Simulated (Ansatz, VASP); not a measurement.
Two plane-wave programs on MgO

```
Mg O
1.0
     0.00000    2.10217    2.10217
     2.10217    0.00000    2.10217
     2.10217    2.10217    0.00000
Mg O
1 1
Direct
  0.00000 0.00000 0.00000
  0.50000 0.50000 0.50000
```

Alike in both runs: task single point; functional PBEsol; k mesh 3 × 3 × 3; no spin polarisation.

|  | VASP | Ansatz |
| --- | --- | --- |
| version | VASP 6.6.1 | Ansatz 0.2.0 |
| potentials or method | VASP PAW PBE potentials, release 64 (Mg, O) | plane waves |
| plane-wave cutoff (eV) | 520 | 420 |
| occupations | gaussian, width 0.01 eV | fixed |
| valence electrons in the cell | 8 | 16 |

```tsv
	VASP	Ansatz	Ansatz less VASP
gap on the k mesh at the Fermi level (eV)	4.64	4.64	0.000
pressure (GPa)	1.1	1.6	+0.47
```

VASP's potentials were made for PBE, not for PBEsol. VASP's potentials hold 8 valence electrons a cell and Ansatz's 16, so a difference there can come from the potentials and not from the codes.

The k mesh is coarse, so the values compare programs but aren't converged.
